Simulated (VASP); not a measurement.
Write the native input for VASP 6.6.1 that does the following.

```yaml
Task: single point
Functional: r2SCAN
Potentials_or_basis: VASP PAW PBE potentials, release 64 (Mo_sv, S)
Cutoff: 520 eV
k_mesh: 12 × 12 × 2
Occupations: gaussian, width 0.01 eV
Spin: no spin polarisation
Dipole_correction: no
Further_INCAR_settings: ALGO = Normal; EDIFF = 1e-06; NBANDS = 35
```

The system is MoS2.

```
Mo S
1.0
     3.17302    0.00000    0.00000
    -1.58651    2.74792    0.00000
     0.00000    0.00000   12.80897
Mo S
2 4
Direct
  0.33333 0.66667 0.25000
  0.66667 0.33333 0.75000
  0.66667 0.33333 0.37164
  0.66667 0.33333 0.12836
  0.33333 0.66667 0.87164
  0.33333 0.66667 0.62836
```

This cell differs from its parent crystal: uniaxial z strain +3.0%.

These files were run (other wordings do the same):

POSCAR

```
MoS2
1.0
    3.1730199293      0.0000000000      0.0000000000
   -1.5865099647      2.7479158655      0.0000000000
    0.0000000000      0.0000000000     12.8089728380
Mo S
2 4
Direct
    0.3333333333      0.6666666667      0.2500000000
    0.6666666667      0.3333333333      0.7500000000
    0.6666666667      0.3333333333      0.3716437294
    0.6666666667      0.3333333333      0.1283562706
    0.3333333333      0.6666666667      0.8716437294
    0.3333333333      0.6666666667      0.6283562706
```

INCAR.step1

```
PREC = Accurate
ENCUT = 520
ISMEAR = 0
SIGMA = 0.01
LREAL = F
LASPH = T
NELM = 60
NBANDS = 35
GGA = PE
ALGO = Normal
EDIFF = 1E-4
LWAVE = T
LCHARG = F
```

INCAR.step2

```
PREC = Accurate
ENCUT = 520
EDIFF = 1E-6
ISMEAR = 0
SIGMA = 0.01
LREAL = F
LASPH = T
NELM = 60
ALGO = Normal
ISIF = 2
LWAVE = F
LCHARG = T
METAGGA = R2SCAN
LMIXTAU = T
LELF = T
LVHAR = T
NBANDS = 35
ISTART = 1
```

KPOINTS

```
Automatic mesh
0
Gamma
  12 12 2
```

Potentials or basis: VASP PAW PBE potentials, release 64 (Mo_sv, S).

Command:

```console
$ cat potpaw_PBE.64/Mo_sv/POTCAR potpaw_PBE.64/S/POTCAR > POTCAR
$ cp INCAR.step1 INCAR
$ mpirun -np 1 vasp_std > vasp.out
$ cp INCAR.step2 INCAR
$ mpirun -np 1 vasp_std > vasp.out
```

It gave:

| Item | Value |
| --- | --- |
| Pressure | 0.6 GPa |
| Largest force | 0.048 eV/Å |
| Band gap on the k mesh | 1.21 eV (least direct gap 1.77 eV) |

Caveat: the cell differs from its parent crystal (uniaxial z strain +3.0%); the PAW data sets were made with another functional, which shifts forces and pressure a little.

It took 11 min on 1 thread of AMD EPYC 7R43 64-Core Processor (Zen 3) (shared host), peak memory 0.27 GiB.
